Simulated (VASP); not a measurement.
# Zn35SbO36 (a cell with a defect) in VASP: single point with PBE

Aim: the single point of Zn35SbO36 (a cell with a defect) with PBE.

All numbers are computed with VASP 6.6.1; they aren't measurements. Logs are shortened: lines on timing, memory, paths and dates and some standing lists are left out, and cuts for length are marked.

### Step 1. The cell of the first run

The cell holds a defect, 72 atoms: a = 9.838 Å, b = 9.838 Å, c = 10.588 Å, α = 90.00°, β = 90.00°, γ = 120.00°.

### Step 2. Single point, PBE

Input file INCAR:

```
  PREC = Accurate
  ENCUT = 520
  EDIFF = 1E-6
  ISMEAR = 0
  SIGMA = 0.02
  LREAL = Auto
  LASPH = True
  NELM = 120
  ALGO = Normal
  ISIF = 2
  LWAVE = False
  LCHARG = False
  GGA = PE
  NELECT = 638.0
  NBANDS = 362
  GGA_COMPAT = False
```

Input file KPOINTS:

```
Automatic mesh
0
Gamma
  1 1 1
```

Input file POSCAR:

```
Zn35SbO36
1.0
    9.8384282163      0.0000000000      0.0000000000
   -4.9192141082      8.5203287686      0.0000000000
    0.0000000000      0.0000000000     10.5875275223
Sb Zn O
1 35 36
Direct
    0.1111111111      0.2222222222      0.2478503260
    0.1111111111      0.2222222222      0.7489219233
    0.1041881669      0.5648088895      0.2541948706
    0.1089809540      0.5572941904      0.7500137890
    0.1041881669      0.8727126108      0.2541948706
    0.1089809540      0.8850200970      0.7500137890
    0.4606207226      0.2291451664      0.2541948706
    0.4483132364      0.2243523793      0.7500137890
    0.4606207226      0.5648088895      0.2541948706
    0.4483132364      0.5572941904      0.7500137890
    0.4444444444      0.8888888889      0.2524022436
    0.4444444444      0.8888888889      0.7500290714
    0.7685244439      0.2291451664      0.2541948706
    0.7760391429      0.2243523793      0.7500137890
    0.7777777778      0.5555555556      0.2496591108
    0.7777777778      0.5555555556      0.7508322383
    0.7685244439      0.8727126108      0.2541948706
    0.7760391429      0.8850200970      0.7500137890
    0.2309083934      0.1024249399      0.5087318923
    0.2247435360      0.1085897974      0.9823433417
    0.2309083934      0.4618167868      0.5087318923
    0.2247435360      0.4494870719      0.9823433417
    0.2237263063      0.7785298198      0.5024625037
    0.2239757303      0.7786545318      0.9974492249
    0.5548035135      0.1096070271      0.5024625037
    0.5546788015      0.1093576031      0.9974492249
    0.5580597587      0.4456965460      0.5029076360
    0.5572146512      0.4452739923      0.9982331782
    0.5548035135      0.7785298198      0.5024625037
    0.5546788015      0.7786545318      0.9974492249
    0.8715165465      0.1024249399      0.5087318923
    0.8838462614      0.1085897974      0.9823433417
    0.8876367873      0.4456965460      0.5029076360
    0.8880593411      0.4452739923      0.9982331782
    0.8876367873      0.7752735746      0.5029076360
    0.8880593411      0.7761186821      0.9982331782
    0.2181144896      0.1152188437      0.1904597901
    0.2220420991      0.1112912343      0.6924498567
    0.2181144896      0.4362289793      0.1904597901
    0.2220420991      0.4440841982      0.6924498567
    0.2239724611      0.7786528972      0.1878245229
    0.2223741700      0.7778537516      0.6893213077
    0.5546804361      0.1093608722      0.1878245229
    0.5554795817      0.1109591634      0.6893213077
    0.5543265841      0.4438299587      0.1885920175
    0.5559278683      0.4446306008      0.6896851061
    0.5546804361      0.7786528972      0.1878245229
    0.5554795817      0.7778537516      0.6893213077
    0.8971043540      0.1152188437      0.1904597901
    0.8892491352      0.1112912343      0.6924498567
    0.8895033746      0.4438299587      0.1885920175
    0.8887027325      0.4446306008      0.6896851061
    0.8895033746      0.7790067493      0.1885920175
    0.8887027325      0.7774054650      0.6896851061
    0.1111111111      0.2222222222      0.4300713600
    0.1111111111      0.2222222222      0.9456287204
    0.1107098651      0.5546541371      0.4391020838
    0.1102487356      0.5560784471      0.9399983804
    0.1107098651      0.8893890614      0.4391020838
    0.1102487356      0.8875036218      0.9399983804
    0.4439442720      0.2226234682      0.4391020838
    0.4458297116      0.2230845978      0.9399983804
    0.4439442720      0.5546541371      0.4391020838
    0.4458297116      0.5560784471      0.9399983804
    0.4444444444      0.8888888889      0.4395700364
    0.4444444444      0.8888888889      0.9387848797
    0.7786791962      0.2226234682      0.4391020838
    0.7772548862      0.2230845978      0.9399983804
    0.7777777778      0.5555555556      0.4374371839
    0.7777777778      0.5555555556      0.9397570300
    0.7786791962      0.8893890614      0.4391020838
    0.7772548862      0.8875036218      0.9399983804
```

Potentials or basis: VASP PAW PBE potentials, release 64 (Sb, Zn, O).

Command:

```console
cat potpaw_PBE.64/Sb/POTCAR potpaw_PBE.64/Zn/POTCAR potpaw_PBE.64/O/POTCAR > POTCAR
mpirun -np 1 vasp_gam > vasp.out
```

OUTCAR:

```text
PREC = Accurate
   ENCUT = 520
   EDIFF = 1E-6
   ISMEAR = 0
   LREAL = Auto
   LASPH = True
   NELM = 120
   ISIF = 2
   GGA = PE
   NELECT = 638.0

 ion  position               nearest neighbor table
   1  0.111  0.222  0.248-  37 1.92  49 1.92  39 1.92  55 1.93  17 3.41  13 3.41   5 3.41   9 3.41
                             7 3.41   3 3.41  32 3.41  22 3.41  20 3.41
   2  0.111  0.222  0.749-  50 1.98  38 1.98  40 1.98  56 2.08
   3  0.104  0.565  0.254-  41 1.96  51 1.96  57 1.96  39 2.17   5 3.03   1 3.41
   4  0.109  0.557  0.750-  52 1.98  42 1.99  58 2.01  40 2.02
   5  0.104  0.873  0.254-  41 1.96  53 1.96  59 1.96  37 2.17   3 3.03   1 3.41
   6  0.109  0.885  0.750-  54 1.98  42 1.99  60 2.01  38 2.02
   7  0.461  0.229  0.254-  43 1.96  45 1.96  61 1.96  37 2.17  13 3.03   1 3.41
   8  0.448  0.224  0.750-  46 1.98  44 1.99  62 2.01  38 2.02
   9  0.461  0.565  0.254-  47 1.96  45 1.96  63 1.96  39 2.17  17 3.03   1 3.41
  10  0.448  0.557  0.750-  46 1.98  48 1.99  64 2.01  40 2.02
  11  0.444  0.889  0.252-  65 1.98  41 2.00  43 2.00  47 2.00
  12  0.444  0.889  0.750-  42 2.00  44 2.00  48 2.00  66 2.00
  13  0.769  0.229  0.254-  43 1.96  51 1.96  67 1.96  49 2.17   7 3.03   1 3.41
  14  0.776  0.224  0.750-  52 1.98  44 1.99  68 2.01  50 2.02
  15  0.778  0.556  0.250-  69 1.99  45 2.01  53 2.01  51 2.01
  16  0.778  0.556  0.751-  54 2.00  46 2.00  52 2.00  70 2.00
  17  0.769  0.873  0.254-  47 1.96  53 1.96  71 1.96  49 2.17   9 3.03   1 3.41
  18  0.776  0.885  0.750-  54 1.98  48 1.99  72 2.01  50 2.02
[... 52 lines left out ...]
  71  0.779  0.889  0.439-  17 1.96  31 1.96  35 2.02  29 2.02
  72  0.777  0.888  0.940-  32 1.94  36 1.99  30 1.99  18 2.01

  LATTYP: Found a hexagonal cell.
 ALAT       =     9.8384282163
 C/A-ratio  =     1.0761401404

  Lattice vectors:

 A1 = (   9.8384282163,   0.0000000000,   0.0000000000)
 A2 = (  -4.9192141082,   8.5203287686,   0.0000000000)
 A3 = (   0.0000000000,   0.0000000000,  10.5875275223)

Analysis of symmetry for initial positions (statically):
=====================================================================
 Subroutine PRICEL returns:
 Original cell was already a primitive cell.

 Routine SETGRP: Setting up the symmetry group for a
 hexagonal supercell.

 Subroutine GETGRP returns: Found  6 space group operations
 (whereof  2 operations were pure point group operations)
 out of a pool of 24 trial point group operations.

The static configuration has the point symmetry C_1h.
 The point group associated with its full space group is C_3v.

Analysis of symmetry for dynamics (positions and initial velocities):
=====================================================================
[... 235 lines left out ...]
   POTIM  = 0.5000    time-step for ionic-motion
   TEBEG  =    0.0;   TEEND  =   0.0 temperature during run
   PSTRESS=    0.0 pullay stress
   NELECT =     638.0000    total number of electrons
   NUPDOWN=      -1.0000    fix difference up-down
   EMIN   =  10.00;   EMAX   =-10.00  energy-range for DOS
   EFERMI =   0.00;   METHOD = LEGACY
   ISMEAR =     0;   SIGMA  =   0.02  broadening in eV -4-tet -1-fermi 0-gaus
   EFERMI_NEDOS =   21; number of points for ismear=-14 and -15
   IALGO  =     38    algorithm
   IMIX   =      4    mixing-type and parameters
     AMIX     =   0.40;   BMIX     =  1.00
     AMIX_MAG =   1.60;   BMIX_MAG =  1.00
  volume/ion in A,a.u.               =      12.33        83.18
  Fermi-wavevector in a.u.,A,eV,Ry     =   1.466525  2.771331 29.261996  2.150696
  Thomas-Fermi vector in A             =   2.582252
   LORBIT       =      0    0 simple, 1 ext, 2 COOP (PROOUT), +10 PAW based schemes
   GGA     = PE    functional components
   LHFCALC =     F    Hartree Fock is set to
   AEXX    =    0.0000 exact exchange contribution
   IVDW    =     0    specifies the selected vdW correction
   LEPSILON=     F    determine dielectric tensor
   LRPA    =     F    only Hartree local field effects (RPA)
 non-spin polarized calculation
 Gauss-broadening in eV      SIGMA  =   0.02
  energy-cutoff  :      520.00
  volume of cell :      887.52
 maximum number of plane-waves:     11978
 NGX is ok and might be reduce to    80
   NGX = 37   NGY = 37   NGZ = 39

 number of electron     637.9999993 magnetization

 Free energy of the ion-electron system (eV)
  ---------------------------------------------------
  ext. energy  EPLUGINS =         0.00000000
  ---------------------------------------------------
  free energy    TOTEN  =      -326.84920903 eV

  energy without entropy =     -326.84920903  energy(sigma->0) =     -326.84920903

 E-fermi :   1.4287     XC(G=0): -10.6840

 val. band max:        1.3028885396   @ k =   0.0000   0.0000   0.0000
 cond. band min:       1.5395306709   @ k =   0.0000   0.0000   0.0000
 fundamental gap:      0.2366421312
 Fermi energy:         1.4286721424

 k-point     1 :       0.0000    0.0000    0.0000
  band No.  band energies     occupation
      1     -18.5518      2.00000
      2     -17.4877      2.00000
      3     -17.4877      2.00000
      4     -17.3445      2.00000
      5     -16.5336      2.00000
      6     -16.3172      2.00000
[... 323 lines left out ...]
    330       5.7708      0.00000
    331       5.7708      0.00000
 [bands above 331 left out]

------------------------ aborting loop because EDIFF is reached ----------------------------------------

  FORCE on cell =-STRESS in cart. coord.  units (eV):
  Direction    XX          YY          ZZ          XY          YZ          ZX
  --------------------------------------------------------------------------------------
  -------------------------------------------------------------------------------------
  Total       -4.4499658     -4.4499658    -11.4650132      0.0000000      0.0000000      0.0000000
  in kB       -8.0332379     -8.0332379    -20.6970531      0.0000000      0.0000000      0.0000000
  external PRESSURE =     -12.2545096 kB  Pullay stress =       0.0000000 kB

 VOLUME and BASIS-vectors are now :
 -----------------------------------------------------------------------------
  energy-cutoff  :      520.00
  volume of cell :      887.52
      direct lattice vectors                 reciprocal lattice vectors
     9.838428216  0.000000000  0.000000000     0.101642252  0.058683182  0.000000000
    -4.919214108  8.520328769  0.000000000     0.000000000  0.117366363  0.000000000
     0.000000000  0.000000000 10.587527522     0.000000000  0.000000000  0.094450758

 POSITION                                       TOTAL-FORCE (eV/Angst)
 -----------------------------------------------------------------------------------
     -0.00000      1.89341      2.62412        -0.000000      0.000000     -0.006811
     -0.00000      1.89341      7.92923        -0.000000      0.000000      0.016829
     -1.75337      4.81236      2.69130         0.025699     -0.015157     -0.009183
     -1.66925      4.74833      7.94079         0.007850     -0.002114      0.000157
     -3.26801      7.43580      2.69130        -0.000277      0.029835     -0.009183
     -3.28140      7.54066      7.94079         0.002094      0.007855      0.000157
[... 64 lines left out ...]
      3.28588      7.57789      4.64901         0.007298     -0.007752      0.007305
      3.28115      7.56182      9.95226         0.002219     -0.020878      0.001634
 -----------------------------------------------------------------------------------
    total drift:                               -0.000002      0.000370     -0.009941

  FREE ENERGIE OF THE ION-ELECTRON SYSTEM (eV)
  ---------------------------------------------------
  free  energy   TOTEN  =      -326.8492090333 eV

  energy  without entropy=     -326.8492090333  energy(sigma->0) =     -326.84920903
```

Run time: 16 min. Hardware: 1 thread of AMD EPYC 7R43 (Zen 3), shared host; peak memory 0.98 GiB.

Results:

```yaml
Free_energy: -326.8492 eV
Largest_force: 0.108 eV/Å
```

Forces on the atoms (eV/Å):
```
Sb   0.000  0.000 -0.007
Zn   0.000  0.000  0.017
Zn   0.026 -0.015 -0.009
Zn   0.008 -0.002  0.000
Zn   0.000  0.030 -0.009
Zn   0.002  0.008  0.000
Zn  -0.026 -0.015 -0.009
Zn  -0.006 -0.006  0.000
Zn  -0.026 -0.015 -0.009
Zn  -0.008 -0.002  0.000
Zn   0.000  0.000 -0.007
Zn   0.000  0.000 -0.003
Zn   0.026 -0.015 -0.009
Zn   0.006 -0.006  0.000
Zn   0.000  0.000 -0.007
Zn   0.000  0.000 -0.002
Zn   0.000  0.030 -0.009
Zn  -0.002  0.008  0.000
Zn  -0.027  0.016 -0.014
Zn  -0.007  0.004  0.033
Zn   0.000 -0.031 -0.014
Zn   0.000 -0.008  0.033
Zn  -0.004 -0.002 -0.009
Zn  -0.002 -0.001  0.006
Zn   0.000  0.004 -0.009
Zn   0.000  0.002  0.006
Zn  -0.002 -0.001 -0.009
Zn  -0.001 -0.001  0.005
Zn   0.004 -0.002 -0.009
Zn   0.002 -0.001  0.006
Zn   0.027  0.016 -0.014
Zn   0.007  0.004  0.033
Zn   0.002 -0.001 -0.009
Zn   0.001 -0.001  0.005
Zn   0.000  0.002 -0.009
Zn   0.000  0.001  0.005
O    0.087 -0.050 -0.040
O    0.003 -0.002  0.025
O    0.000  0.100 -0.040
O    0.000  0.003  0.025
O    0.024  0.014 -0.024
O    0.005  0.003  0.006
O    0.000 -0.027 -0.024
O    0.000 -0.006  0.006
O    0.001  0.001 -0.020
O    0.002  0.001  0.006
O   -0.024  0.014 -0.024
O   -0.005  0.003  0.006
O   -0.087 -0.050 -0.040
O   -0.003 -0.002  0.025
O   -0.001  0.001 -0.020
O   -0.002  0.001  0.006
O    0.000 -0.001 -0.020
O    0.000 -0.003  0.006
O    0.000  0.000  0.100
O    0.000  0.000  0.009
O   -0.010 -0.002  0.007
O   -0.019  0.009  0.002
O   -0.007 -0.008  0.007
O   -0.002 -0.021  0.002
O    0.003  0.010  0.007
O    0.017  0.012  0.002
O    0.010 -0.002  0.007
O    0.019  0.009  0.002
O    0.000  0.000  0.003
O    0.000  0.000 -0.001
O   -0.003  0.010  0.007
O   -0.017  0.012  0.002
O    0.000  0.000  0.001
O    0.000  0.000 -0.002
O    0.007 -0.008  0.007
O    0.002 -0.021  0.002
```

Caveat: the k points lie up to 0.74 Å⁻¹ apart; the cell carries a net charge on a neutralising background, which shifts energy and pressure; the cell is charged against a uniform background, so pressure and absolute levels hang on convention; spin-orbit coupling is left out, which moves the levels of the heavy elements.
